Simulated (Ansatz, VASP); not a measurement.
PIr2: VASP beside Ansatz

```
P Ir
1.0
     0.00000    2.76750    2.73983
     2.76750    0.00000    2.73983
     2.76750    2.76750    0.00000
P Ir
1 2
Direct
  0.00000 0.00000 0.00000
  0.25000 0.25000 0.25000
  0.75000 0.75000 0.75000
```

Change from the starting cell: zz strain of -1 %.

Alike in both runs: task single point; functional LDA; k mesh 11 × 11 × 11; occupations fermi-dirac, width 0.05 eV; no spin polarisation.

|  | VASP | Ansatz |
| --- | --- | --- |
| version | VASP 6.6.1 | Ansatz 0.2.0 |
| potentials or method | VASP PAW LDA potentials, release 64 (P, Ir), cutoff 520 eV | all-electron LAPW, scalar-relativistic |

Ansatz gave:

| Item | Value |
| --- | --- |
| pressure (GPa) | -1.7 |
| traceless stress, the component that is largest in VASP (GPa) | 3.37 |

Which values does VASP return?

Pressure (GPa): 0.2; traceless stress, the component that is largest in VASP (GPa): 3.42.

LDA's correlation is that of Perdew and Zunger in VASP and of Perdew and Wang (1992) in Ansatz. Ansatz ran all-electron here, and VASP with PAW potentials.

Spin-orbit coupling is off throughout.
